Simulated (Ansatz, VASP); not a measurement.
## B in VASP and in Ansatz

```
CELL_PARAMETERS angstrom
2.65280 -1.66372 0.00000
2.65280 1.66372 0.00000
0.00000 0.00000 2.98329
ATOMIC_POSITIONS crystal
B 0.31479 0.01187 0.25000
B 0.68521 0.98813 0.75000
B 0.98813 0.68521 0.25000
B 0.01187 0.31479 0.75000
```

Alike in both runs: functional PBE; k mesh 16 × 16 × 16; occupations gaussian, width 0.1 eV; no spin polarisation.

Ansatz relaxed the structure, and its values are those at the end. VASP's run is a single point on that final structure, the one shown.

|  | VASP | Ansatz |
| --- | --- | --- |
| version | VASP 6.6.1 | Ansatz 0.2.0 |
| potentials or method | VASP PAW PBE potentials, release 64 (B), cutoff 520 eV | scalar-relativistic, plane waves, PAW |
| valence electrons in the cell | 12 | 12 |

```csv
,VASP,Ansatz,Ansatz less VASP
gap on the k mesh at the Fermi level (eV),none,none,-
pressure (GPa),0.0,0.0,0.00
rms of the force components (eV/Å),0.003,0.000,-0.0031
```

A gap of «none» marks a metal or a gap that the smearing closes.
